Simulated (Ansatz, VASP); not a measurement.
## ZnS in VASP and in Ansatz

```
Zn S
1.0
     1.92311    1.11031    9.44924
    -1.92311    1.11031    9.44924
     0.00000   -2.22061    9.44924
Zn S
3 3
Direct
  0.00003 0.00003 0.00003
  0.77775 0.77775 0.77775
  0.55547 0.55547 0.55547
  0.91670 0.91670 0.91670
  0.47215 0.47215 0.47215
  0.69457 0.69457 0.69457
```

Alike in both runs: functional PBE; k mesh 12 × 12 × 12; occupations gaussian, width 0.02 eV; no spin polarisation.

Ansatz relaxed the structure, and its values are those at the end. VASP's run is a single point on that final structure, the one shown.

```csv
,VASP,Ansatz
version,VASP 6.6.1,Ansatz 0.2.0
potentials or method,"VASP PAW PBE potentials, release 64 (Zn, S), cutoff 520 eV","scalar-relativistic, plane waves, PAW"
valence electrons in the cell,54,54
```

```tsv
	VASP	Ansatz	Ansatz less VASP
gap on the k mesh at the Fermi level (eV)	2.06	2.06	-0.004
least direct gap on the mesh (eV)	2.06	2.06	-0.004
pressure (GPa)	0.1	0.0	-0.15
```
